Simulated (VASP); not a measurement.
# BN in VASP: notebook

The runs below take BN through electric field gradients, with LDA.

Program: VASP 6.6.1. These are calculated values, not measurements. Logs are shortened: lines on timing, memory, paths and dates and some standing lists are left out, and cuts for length are marked.

## (1) The cell of the first run

The structure is cubic, space group F-43m (No. 216). The conventional cell has a = 3.639 Å, b = 3.639 Å, c = 3.639 Å, α = 90.00°, β = 90.00°, γ = 90.00°. B (site symmetry -43m) has 4 N at 1.58 Å within 2.1 Å. Within 2.1 Å of N (site symmetry -43m) lie 4 B at 1.58 Å.

## (2) Electric field gradients, LDA (volume scaled by 1.02)

Contents of INCAR:

```
ALGO     = Normal         # electronic algorithm
EDIFF    = 1E-8           # SCF threshold, eV
ENCUT    = 520            # plane-wave cutoff, eV
GGA      = CA             # functional
ISIF     = 2              # what is computed and relaxed
ISMEAR   = -1             # smearing method
LASPH    = True           # aspherical terms in the spheres
LCHARG   = False          # write CHGCAR
LEFG     = True         
LREAL    = False          # projectors in reciprocal space
LWAVE    = False          # write WAVECAR
NBANDS   = 11             # bands
NELM     = 100            # most SCF steps
PREC     = Accurate       # precision mode
SIGMA    = 0.02           # smearing width, eV
```

Contents of KPOINTS:

```
k-points
0
Gamma
  11 11 11
```

Contents of POSCAR:

```
BN
1.0
    0.0000000000      1.8194705475      1.8194705475
    1.8194705475      0.0000000000      1.8194705475
    1.8194705475      1.8194705475      0.0000000000
B N
1 1
Direct
    0.0000000000      0.0000000000      0.0000000000
    0.7500000000      0.7500000000      0.7500000000
```

Potentials or basis: VASP PAW LDA potentials, release 64 (B, N).

Command:

```sh
cat potpaw_LDA.64/B/POTCAR potpaw_LDA.64/N/POTCAR > POTCAR
mpirun -np 1 vasp_std > vasp.out
```

OUTCAR:

```text
EDIFF = 1E-8
   ENCUT = 520
   GGA = CA
   ISIF = 2
   ISMEAR = -1
   LASPH = True
   LREAL = False
   NELM = 100
   PREC = Accurate

 ion  position               nearest neighbor table
   1  0.000  0.000  0.000-   2 1.58   2 1.58   2 1.58   2 1.58
   2  0.750  0.750  0.750-   1 1.58   1 1.58   1 1.58   1 1.58

  LATTYP: Found a face centered cubic cell.
 ALAT       =     3.6389410950

  Lattice vectors:

 A1 = (   0.0000000000,   1.8194705475,   1.8194705475)
 A2 = (   1.8194705475,   0.0000000000,   1.8194705475)
 A3 = (   1.8194705475,   1.8194705475,   0.0000000000)

Analysis of symmetry for initial positions (statically):
=====================================================================
 Subroutine PRICEL returns:
 Original cell was already a primitive cell.

 Routine SETGRP: Setting up the symmetry group for a
 face centered cubic supercell.

 Subroutine GETGRP returns: Found 24 space group operations
 (whereof 24 operations were pure point group operations)
 out of a pool of 48 trial point group operations.

The static configuration has the point symmetry T_d .

Analysis of symmetry for dynamics (positions and initial velocities):
=====================================================================
 Subroutine PRICEL returns:
 Original cell was already a primitive cell.

 Routine SETGRP: Setting up the symmetry group for a
 face centered cubic supercell.

 Subroutine GETGRP returns: Found 24 space group operations
 (whereof 24 operations were pure point group operations)
 out of a pool of 48 trial point group operations.

The dynamic configuration has the point symmetry T_d .

 Subroutine INISYM returns: Found 24 space group operations
 (whereof 24 operations are pure point group operations),
 and found     1 'primitive' translations

----------------------------------------------------------------------------------------

                                     Primitive cell

  volume of cell :      12.0466

  direct lattice vectors                    reciprocal lattice vectors
     0.000000000  1.819470547  1.819470547    -0.274805218  0.274805218  0.274805218
     1.819470547  0.000000000  1.819470547     0.274805218 -0.274805218  0.274805218
     1.819470547  1.819470547  0.000000000     0.274805218  0.274805218 -0.274805218

  length of vectors
     2.573119925  2.573119925  2.573119925     0.475976599  0.475976599  0.475976599

  position of ions in fractional coordinates (direct lattice)
     0.000000000  0.000000000  0.000000000
     0.750000000  0.750000000  0.750000000

  ion indices of the primitive-cell ions
   primitive index   ion index
                 1           1
                 2           2

----------------------------------------------------------------------------------------

 KPOINTS: k-points

Automatic generation of k-mesh.
 Grid dimensions read from file:
 generate k-points for:   11   11   11

 Generating k-lattice:

  Cartesian coordinates                     Fractional coordinates (reciprocal lattice)
    -0.024982293  0.024982293  0.024982293     0.090909091  0.000000000  0.000000000
     0.024982293 -0.024982293  0.024982293     0.000000000  0.090909091  0.000000000
     0.024982293  0.024982293 -0.024982293     0.000000000  0.000000000  0.090909091

  Length of vectors
     0.043270600  0.043270600  0.043270600

  Shift w.r.t. Gamma in fractional coordinates (k-lattice)
     0.000000000  0.000000000  0.000000000

 Subroutine IBZKPT returns following result:
 ===========================================

 Found     56 irreducible k-points:

 Following reciprocal coordinates:
            Coordinates               Weight
  0.000000  0.000000  0.000000      1.000000
  0.090909  0.000000  0.000000      8.000000
  0.181818  0.000000  0.000000      8.000000
  0.272727  0.000000  0.000000      8.000000
  0.363636  0.000000  0.000000      8.000000
  0.454545  0.000000  0.000000      8.000000
[... 16 lines left out ...]
 -0.272727  0.181818  0.000000     24.000000
 -0.181818  0.181818  0.000000     12.000000
 [... further k-points ...]
   k-points           NKPTS =     56   k-points in BZ     NKDIM =     56   number of bands    NBANDS=     11
   number of dos      NEDOS =    301   number of ions     NIONS =      2
   total plane-waves  NPLWV =   8000
   dimension x,y,z NGX =    20 NGY =   20 NGZ =   20
   dimension x,y,z NGXF=    40 NGYF=   40 NGZF=   40
   ions per type =               1   1
   NGX,Y,Z   is equivalent  to a cutoff of  12.92, 12.92, 12.92 a.u.
   NGXF,Y,Z  is equivalent  to a cutoff of  25.84, 25.84, 25.84 a.u.
 SYSTEM =  unknown system
   PREC   = accura    normal or accurate (medium, high low for compatibility)
   ISTART =      0    job   : 0-new  1-cont  2-samecut
   ICHARG =      2    charge: 1-file 2-atom 10-const
   ISPIN  =      1    spin polarized calculation?
   LNONCOLLINEAR =      F non collinear calculations
   LSORBIT =      F    spin-orbit coupling
   LASPH  =      T    aspherical Exc in radial PAW
   ENCUT  =  520.0 eV  38.22 Ry    6.18 a.u.   4.78  4.78  4.78*2*pi/ulx,y,z
   NELM   =    100;   NELMIN=  2; NELMDL= -5     # of ELM steps
   EDIFF  = 0.1E-07   stopping-criterion for ELM
   LREAL  =      F    real-space projection
   EDIFFG = 0.1E-06   stopping-criterion for IOM
   NSW    =      0    number of steps for IOM
   IBRION =     -1    ionic relax: 0-MD 1-quasi-New 2-CG
   NFREE  =      0    steps in history (QN), initial steepest desc. (CG)
   ISIF   =      2    stress and relaxation
   ISYM   =      2    0-nonsym 1-usesym 2-fastsym
   POTIM  = 0.5000    time-step for ionic-motion
   TEBEG  =    0.0;   TEEND  =   0.0 temperature during run
   PSTRESS=    0.0 pullay stress
   NELECT =       8.0000    total number of electrons
   NUPDOWN=      -1.0000    fix difference up-down
   EMIN   =  10.00;   EMAX   =-10.00  energy-range for DOS
   EFERMI =   0.00;   METHOD = LEGACY
   ISMEAR =    -1;   SIGMA  =   0.02  broadening in eV -4-tet -1-fermi 0-gaus
   EFERMI_NEDOS =   21; number of points for ismear=-14 and -15
   IALGO  =     38    algorithm
   IMIX   =      4    mixing-type and parameters
     AMIX     =   0.40;   BMIX     =  1.00
     AMIX_MAG =   1.60;   BMIX_MAG =  1.00
  volume/ion in A,a.u.               =       6.02        40.65
  Fermi-wavevector in a.u.,A,eV,Ry     =   1.428290  2.699077 27.756062  2.040013
  Thomas-Fermi vector in A             =   2.548368
   LORBIT       =      0    0 simple, 1 ext, 2 COOP (PROOUT), +10 PAW based schemes
   GGA     = CA    functional components
   LHFCALC =     F    Hartree Fock is set to
   AEXX    =    0.0000 exact exchange contribution
   IVDW    =     0    specifies the selected vdW correction
   LEPSILON=     F    determine dielectric tensor
   LRPA    =     F    only Hartree local field effects (RPA)
 non-spin polarized calculation
  energy-cutoff  :      520.00
  volume of cell :       12.05
 maximum number of plane-waves:       335
   NGX =  9   NGY =  9   NGZ =  9

 number of electron       8.0000001 magnetization

 Free energy of the ion-electron system (eV)
  ---------------------------------------------------
  ext. energy  EPLUGINS =         0.00000000
  ---------------------------------------------------
  free energy    TOTEN  =       -19.38480403 eV

  energy without entropy =      -19.38480403  energy(sigma->0) =      -19.38480403

 E-fermi :   7.5225     XC(G=0): -13.0098

 val. band max:        7.1432665724   @ k =   0.0000   0.0000   0.0000
 cond. band min:      11.5651805165   @ k =   0.4545   0.4545   0.0000
 fundamental gap:      4.4219139441
 Fermi energy:         7.5224972293

 k-point     1 :       0.0000    0.0000    0.0000
  band No.  band energies     occupation
      1     -12.7036      2.00000
      2       7.1433      2.00000
      3       7.1433      2.00000
      4       7.1433      2.00000
      5      15.7332      0.00000
      6      15.7332      0.00000
      7      15.7332      0.00000
      8      17.2644      0.00000
      9      31.2616      0.00000
     10      34.6884      0.00000
     11      34.6884      0.00000

 k-point     2 :       0.0909    0.0000    0.0000
  band No.  band energies     occupation
      1     -12.5050      2.00000
      2       6.0954      2.00000
      3       6.9333      2.00000
      4       6.9333      2.00000
      5      15.9659      0.00000
      6      16.0488      0.00000
      7      16.0488      0.00000
      8      17.9097      0.00000
      9      31.0143      0.00000
     10      32.2024      0.00000
     11      32.2024      0.00000
[... 295 lines left out ...]
 k-point    24 :      -0.1818    0.1818    0.0000
  band No.  band energies     occupation
      1     -10.6662      2.00000
      2       1.7027      2.00000
      3       3.4466      2.00000
      4       6.1135      2.00000
      5      17.4715      0.00000
      6      17.5496      0.00000
      7      17.9342      0.00000
      8      20.3064      0.00000
      9      28.1379      0.00000
     10      28.9111      0.00000
     11      33.3373      0.00000

 [... further k-points ...]
[... 5 lines left out ...]
  --------------------------------------------------------------------------------------
  -------------------------------------------------------------------------------------
  Total       -1.2834138     -1.2834138     -1.2834138     -0.0000000     -0.0000000     -0.0000000
  in kB     -170.6916250   -170.6916250   -170.6916250     -0.0000000     -0.0000000     -0.0000000
  external PRESSURE =    -170.6916250 kB  Pullay stress =       0.0000000 kB

 VOLUME and BASIS-vectors are now :
 -----------------------------------------------------------------------------
  energy-cutoff  :      520.00
  volume of cell :       12.05
      direct lattice vectors                 reciprocal lattice vectors
     0.000000000  1.819470547  1.819470547    -0.274805218  0.274805218  0.274805218
     1.819470547  0.000000000  1.819470547     0.274805218 -0.274805218  0.274805218
     1.819470547  1.819470547  0.000000000     0.274805218  0.274805218 -0.274805218

 POSITION                                       TOTAL-FORCE (eV/Angst)
 -----------------------------------------------------------------------------------
      0.00000      0.00000      0.00000        -0.000000     -0.000000     -0.000000
      2.72921      2.72921      2.72921         0.000000      0.000000      0.000000
 -----------------------------------------------------------------------------------
    total drift:                                0.000000      0.000000      0.000000

  FREE ENERGIE OF THE ION-ELECTRON SYSTEM (eV)
  ---------------------------------------------------
  free  energy   TOTEN  =       -19.3848040296 eV

  energy  without entropy=      -19.3848040296  energy(sigma->0) =      -19.38480403

 Electric field gradients (V/A^2)
---------------------------------------------------------------------
 ion       V_xx      V_yy      V_zz      V_xy      V_xz      V_yz
---------------------------------------------------------------------
   1      -0.000     0.000     0.000     0.000     0.000     0.000
   2       0.000     0.000    -0.000    -0.001    -0.001    -0.001
---------------------------------------------------------------------

 Electric field gradients after diagonalization (V/A^2)
 (convention: |V_zz| > |V_xx| > |V_yy|)
----------------------------------------------------------------------
 ion       V_xx      V_yy      V_zz     asymmetry (V_yy - V_xx)/ V_zz
----------------------------------------------------------------------
   1      -0.000    -0.000     0.000       0.000
   2       0.001     0.001    -0.001       0.000
----------------------------------------------------------------------

           NMR quadrupolar parameters

 Cq : quadrupolar parameter    Cq=e*Q*V_zz/h
 eta: asymmetry parameters     (V_yy - V_xx)/ V_zz
 Q  : nuclear electric quadrupole moment in mb (millibarn)
----------------------------------------------------------------------
 ion       Cq(MHz)       eta       Q (mb)
----------------------------------------------------------------------
   1       0.000       0.000       1.000
   2      -0.000       0.000       1.000
----------------------------------------------------------------------
```

Wall time 3.3 s (1 thread of Intel Xeon 6975P-C (Granite Rapids), shared host); peak memory 0.11 GiB.

What came out:

```
Free energy            : -19.3848 eV
Pressure               : -17.1 GPa
Band gap on the k mesh : 4.42 eV, indirect (least direct gap 8.59 eV)
```

Levels at points of the mesh, in eV from the valence-band top:
```csv
k point,band 2,band 3,band 4,band 5,band 6,band 7
"(0.00, 0.00, 0.00)",0.00,0.00,0.00,8.59,8.59,8.59
```

Caveat: without QUAD_EFG the Cq values of the log hold for a quadrupole moment of 1 mb, not for the nuclei. A k mesh can miss the band edges.

(Part 1 of 3 ends here.)
